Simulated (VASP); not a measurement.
# SnO: single point with HSE06

The system is SnO.

```
Sn O
1.0
     3.13193    0.00000    0.00000
     0.00000    3.13193    0.00000
     0.00000    0.00000    3.13193
Sn O
1 1
Direct
  0.00000 0.00000 0.00000
  0.50000 0.50000 0.50000
```

```yaml
Program: VASP 6.6.1
Task: single point
Functional: HSE06
Potentials_or_basis: VASP PAW PBE potentials, release 64 (Sn_d, O)
Cutoff: 520 eV
k_mesh: 5 × 5 × 5
Occupations: fermi-dirac, width 0.05 eV
Spin: no spin polarisation
Dipole_correction: no
Grid_for_exact_exchange_PRECFOCK: Normal
Further_INCAR_settings: ALGO = Normal; EDIFF = 1e-06; NBANDS = 17
Screening_parameter: 0.2079 1/Å
```

- Pressure: -3.7 GPa
- Band gap on the k mesh: 1.96 eV, indirect (least direct gap 2.44 eV)

Levels at points of the mesh, in eV from the valence-band top:
```tsv
k point	band 6	band 7	band 8	band 9	band 10	band 11	band 12	band 13	band 14	band 15
(0.00, 0.00, 0.00)	-19.41	-7.54	-2.40	-2.40	-2.40	9.48	9.48	9.76	9.76	9.76
```

Wall time 5.2 min on 1 thread of Intel(R) Xeon(R) 6975P-C (Granite Rapids), with other jobs on the host, peak memory 0.25 GiB.

Caveat: the PAW data sets were made with another functional, which shifts forces and pressure a little; spin-orbit coupling is left out, which moves the levels of the heavy elements. A k mesh can miss the band edges.
